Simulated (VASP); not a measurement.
Set up this calculation in VASP 6.6.1, as the native input.

* Task: single point
* Functional: PBE
* Potentials or basis: VASP PAW PBE potentials, release 64 (Ti_sv, B)
* Cutoff: 520 eV
* k mesh: 18 × 18 × 14
* Occupations: gaussian, width 0.15 eV
* Spin: no spin polarisation
* Dipole correction: no
* Further INCAR settings: ALGO = Normal; EDIFF = 1e-06; NBANDS = 16

The structure of TiB2 lies in POSCAR:

```
TiB2
1.0
    2.9863277801      0.0000000000      0.0000000000
   -1.4931638901      2.5862357216      0.0000000000
    0.0000000000      0.0000000000      3.2242295241
Ti B
1 2
Direct
    0.0000000000      0.0000000000      0.0000000000
    0.3333333333      0.6666666667      0.5000000000
    0.6666666667      0.3333333333      0.5000000000
```

This cell differs from its parent crystal: strain -0.0150 x Voigt [1, 1, 0, 0, 0, 0].

The input as run:

INCAR

```
ALGO = Normal
EDIFF = 1E-6
ENCUT = 520
GGA = PE
ISIF = 2
ISMEAR = 0
LASPH = True
LCHARG = False
LREAL = False
LWAVE = False
NBANDS = 16
NELM = 60
PREC = Accurate
SIGMA = 0.15
```

KPOINTS

```
k-points
0
Gamma
  18 18 14
```

Potentials or basis: VASP PAW PBE potentials, release 64 (Ti_sv, B).

Launch:

```bash
$ cat potpaw_PBE.64/Ti_sv/POTCAR potpaw_PBE.64/B/POTCAR > POTCAR
$ mpirun -np 1 vasp_std > vasp.out
```

It gave:

| Quantity | Value |
| --- | --- |
| Pressure | 9.1 GPa |
| Band gap on the k mesh | zero (band 9 reaches 10.83 eV, above the bottom of band 10 at 10.06 eV) |

Caveat: the cell differs from its parent crystal (strain -0.0150 x Voigt [1, 1, 0, 0, 0, 0]).

It took 61 s on 1 thread of AMD EPYC 9R14 (Zen 4) (shared host), peak memory 0.2 GiB.
